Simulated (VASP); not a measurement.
# As (R-3m) in VASP: notebook

Runs on As. Level: PBE+D3(BJ). Tasks: single point, relaxation of cell and atoms, relaxation of the atoms.

Program: VASP 6.6.1. These are calculated values, not measurements. Logs are shortened: lines on timing, memory, paths and dates and some standing lists are left out, and cuts for length are marked.

## Step 1: The cell of the first run

The structure is trigonal, space group R-3m (No. 166). The conventional cell has a = 3.780 Å, b = 3.780 Å, c = 10.129 Å, α = 90.00°, β = 90.00°, γ = 120.00°. As (site symmetry 3m) has 6 As at 2.54 to 3.02 Å within 3.3 Å.

## Step 2: Single point, PBE+D3(BJ)

The input, INCAR:

```
ALGO = Normal
EDIFF = 1E-6
ENCUT = 520
GGA = PE
ISIF = 2
ISMEAR = -1
IVDW = 12
LASPH = T
LCHARG = T
LELF = T
LREAL = F
LVHAR = T
LWAVE = F
NBANDS = 12
NELM = 60
PREC = Accurate
SIGMA = 0.15
```

The input, KPOINTS:

```
k-points
0
Gamma
  15 15 15
```

The input, POSCAR:

```
As
1.0
    1.8900837830      1.0912403809      3.3763798233
   -1.8900837830      1.0912403809      3.3763798233
    0.0000000000     -2.1824807619      3.3763798233
As
2
Direct
    0.7696524161      0.7696524161      0.7696524161
    0.2303475839      0.2303475839      0.2303475839
```

Potentials or basis: VASP PAW PBE potentials, release 64 (As).

Launch:

```console
cat potpaw_PBE.64/As/POTCAR > POTCAR
mpirun -np 1 vasp_std > vasp.out
```

OUTCAR:

```text
EDIFF = 1E-6
   ENCUT = 520
   GGA = PE
   ISIF = 2
   ISMEAR = -1
   IVDW = 12
   LASPH = T
   LREAL = F
   NELM = 60
   PREC = Accurate
 IVDW          = 12

 ion  position               nearest neighbor table
   1  0.770  0.770  0.770-   2 2.54   2 2.54   2 2.54
   2  0.230  0.230  0.230-   1 2.54   1 2.54   1 2.54

  LATTYP: Found a trigonal (rhomboedric) cell.
 ALAT       =     4.0203436404
 COS(alpha) =     0.5579557405

  Lattice vectors:

 A1 = (   1.8900837830,   1.0912403809,   3.3763798233)
 A2 = (  -1.8900837830,   1.0912403809,   3.3763798233)
 A3 = (   0.0000000000,  -2.1824807619,   3.3763798233)

Analysis of symmetry for initial positions (statically):
=====================================================================
 Subroutine PRICEL returns:
 Original cell was already a primitive cell.

 Routine SETGRP: Setting up the symmetry group for a
 trigonal (rhombohedral) supercell.

 Subroutine GETGRP returns: Found 12 space group operations
 (whereof 12 operations were pure point group operations)
 out of a pool of 12 trial point group operations.

The static configuration has the point symmetry D_3d.

Analysis of symmetry for dynamics (positions and initial velocities):
=====================================================================
 Subroutine PRICEL returns:
 Original cell was already a primitive cell.

 Routine SETGRP: Setting up the symmetry group for a
 trigonal (rhombohedral) supercell.

 Subroutine GETGRP returns: Found 12 space group operations
 (whereof 12 operations were pure point group operations)
 out of a pool of 12 trial point group operations.

The dynamic configuration has the point symmetry D_3d.

 Subroutine INISYM returns: Found 12 space group operations
 (whereof 12 operations are pure point group operations),
 and found     1 'primitive' translations

----------------------------------------------------------------------------------------

                                     Primitive cell

  volume of cell :      41.7834

  direct lattice vectors                    reciprocal lattice vectors
     1.890083783  1.091240381  3.376379823     0.264538538  0.152731396  0.098725070
    -1.890083783  1.091240381  3.376379823    -0.264538538  0.152731396  0.098725070
     0.000000000 -2.182480762  3.376379823     0.000000000 -0.305462792  0.098725070

  length of vectors
     4.020343640  4.020343640  4.020343640     0.321020492  0.321020492  0.321020492

  position of ions in fractional coordinates (direct lattice)
[... 89 lines left out ...]
   PSTRESS=    0.0 pullay stress
   NELECT =      10.0000    total number of electrons
   NUPDOWN=      -1.0000    fix difference up-down
   EMIN   =  10.00;   EMAX   =-10.00  energy-range for DOS
   EFERMI =   0.00;   METHOD = LEGACY
   ISMEAR =    -1;   SIGMA  =   0.15  broadening in eV -4-tet -1-fermi 0-gaus
   EFERMI_NEDOS =   21; number of points for ismear=-14 and -15
   IALGO  =     38    algorithm
   IMIX   =      4    mixing-type and parameters
     AMIX     =   0.40;   BMIX     =  1.00
     AMIX_MAG =   1.60;   BMIX_MAG =  1.00
  volume/ion in A,a.u.               =      20.89       140.98
  Fermi-wavevector in a.u.,A,eV,Ry     =   1.016421  1.920757 14.056328  1.033111
  Thomas-Fermi vector in A             =   2.149763
   LORBIT       =      0    0 simple, 1 ext, 2 COOP (PROOUT), +10 PAW based schemes
   GGA     = PE    functional components
   LHFCALC =     F    Hartree Fock is set to
   AEXX    =    0.0000 exact exchange contribution
   IVDW    =    12    specifies the selected vdW correction
   LEPSILON=     F    determine dielectric tensor
   LRPA    =     F    only Hartree local field effects (RPA)
 non-spin polarized calculation
  energy-cutoff  :      520.00
  volume of cell :       41.78
 maximum number of plane-waves:      1137
 NGX is ok and might be reduce to    30
   NGX = 15   NGY = 15   NGZ = 15

 number of electron      10.0000000 magnetization

 Free energy of the ion-electron system (eV)
  ---------------------------------------------------
  ext. energy  EPLUGINS =         0.00000000
  ---------------------------------------------------
  free energy    TOTEN  =        -9.31649292 eV

  energy without entropy =       -9.29337802  energy(sigma->0) =       -9.30493547

 E-fermi :   5.7604     XC(G=0): -10.1290

 val. band max:        5.7227113751   @ k =   0.3333   0.1333   0.1333
 cond. band min:       5.7875568217   @ k =   0.3333   0.2000   0.2000
 fundamental gap:      0.0648454466
 Fermi energy:         5.7604115525

 k-point     1 :       0.0000    0.0000    0.0000
  band No.  band energies     occupation
      1      -9.3841      2.00000
      2       0.1657      2.00000
      3       3.3318      2.00000
      4       3.6835      2.00000
      5       3.6835      2.00000
      6       7.8608      0.00000
      7       8.8748      0.00000
      8       8.8748      0.00000
      9      12.2576      0.00000
     10      12.2576      0.00000
     11      12.6413      0.00000
     12      14.2785      0.00000
[... 331 lines left out ...]
 k-point    24 :       0.2000    0.1333    0.0000
  band No.  band energies     occupation
      1      -8.8765      2.00000
      2      -1.3698      2.00000
      3       2.5095      2.00000
      4       2.9716      2.00000
      5       4.9581      1.99054
      6       6.7955      0.00201
      7       8.3777      0.00000
      8       9.3339      0.00000
      9      11.1056      0.00000
     10      12.8708      0.00000
     11      13.5554      0.00000
     12      15.2095      0.00000

 [... further k-points ...]

------------------------ aborting loop because EDIFF is reached ----------------------------------------

 Edisp (eV)   -0.86622

 E8    (eV) :    -0.3670

  FORCE on cell =-STRESS in cart. coord.  units (eV):
  Direction    XX          YY          ZZ          XY          YZ          ZX
  --------------------------------------------------------------------------------------
  -------------------------------------------------------------------------------------
  Total       0.08502     0.08502     0.05878     0.00000    -0.00000    -0.00000
  in kB       3.26016     3.26016     2.25401     0.00000    -0.00000    -0.00000
  external pressure =        2.92 kB  Pullay stress =        0.00 kB

 VOLUME and BASIS-vectors are now :
 -----------------------------------------------------------------------------
  energy-cutoff  :      520.00
  volume of cell :       41.78
      direct lattice vectors                 reciprocal lattice vectors
     1.890083783  1.091240381  3.376379823     0.264538538  0.152731396  0.098725070
    -1.890083783  1.091240381  3.376379823    -0.264538538  0.152731396  0.098725070
     0.000000000 -2.182480762  3.376379823     0.000000000 -0.305462792  0.098725070

 POSITION                                       TOTAL-FORCE (eV/Angst)
 -----------------------------------------------------------------------------------
      0.00000     -0.00000      7.79592         0.000000      0.000000     -0.047637
      0.00000     -0.00000      2.33322         0.000000     -0.000000      0.047637
 -----------------------------------------------------------------------------------
    total drift:                               -0.000000     -0.000000      0.000000

  FREE ENERGIE OF THE ION-ELECTRON SYSTEM (eV)
  ---------------------------------------------------
  free  energy   TOTEN  =       -10.1827086529 eV

  energy  without entropy=      -10.1595937533  energy(sigma->0) =      -10.17115120
```

stdout:

```text
POSCAR found type information on POSCAR As
 POSCAR found :  1 types and       2 ions
 scaLAPACK will be used
 LDA part: xc-table for (Slater+PW92), standard interpolation
 POSCAR, INCAR and KPOINTS ok, starting setup
 FFT: planning ... GRIDC
 FFT: planning ... GRID_SOFT
 FFT: planning ... GRID
 WAVECAR not read
 entering main loop
```

Wall time 77 s (1 thread of AMD EPYC 9R45 (Zen 5), shared host); peak memory 0.26 GiB.

Results:

```
Free energy                : -10.1827 eV
Pressure                   : 0.3 GPa
Largest force              : 0.048 eV/Å
Band gap on the k mesh     : zero (bands 5 and 6 overlap by 0.15 eV)
Dispersion energy per atom : -0.433 eV
```

Forces on the atoms (eV/Å):
```
As   0.000  0.000 -0.048
As   0.000  0.000  0.048
```

(Part 1 of 2 ends here.)

The gap in the log of VASP goes by the Fermi energy; the results here count the filled bands.